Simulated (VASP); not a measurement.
Crystal: AlN.

```
Al N
1.0
     3.24450    0.00000    0.00000
    -1.62225    2.80982    0.00000
     0.00000    0.00000    4.10208
Al N
2 2
Direct
  0.66667 0.33333 0.25000
  0.33333 0.66667 0.75000
  0.66667 0.33333 0.75000
  0.33333 0.66667 0.25000
```

Base run:

| Property | Result |
| --- | --- |
| Program | VASP 6.6.1 |
| Functional | r2SCAN |
| Potentials or basis | VASP PAW PBE potentials, release 64 (Al, N) |
| Cutoff | 520 eV |
| k mesh | 9 × 9 × 7 |
| Occupations | fermi-dirac, width 0.05 eV |
| Spin | no spin polarisation |

Its results: band gap on the k mesh 4.34 eV, direct; pressure 8.8 GPa.

Task: The run is repeated on the same cell with these changes: functional from r2SCAN to PBEsol; further incar settings from ALGO = Normal; EDIFF = 1e-07; NBANDS = 16 to ALGO = Normal; EDIFF = 1e-06; NBANDS = 16. What comes out?

Result: Band gap on the k mesh 3.64 eV, direct; pressure 10.6 GPa.

Caveats: the PAW data sets were made with another functional, which shifts forces and pressure a little.

A k mesh can miss the band edges.
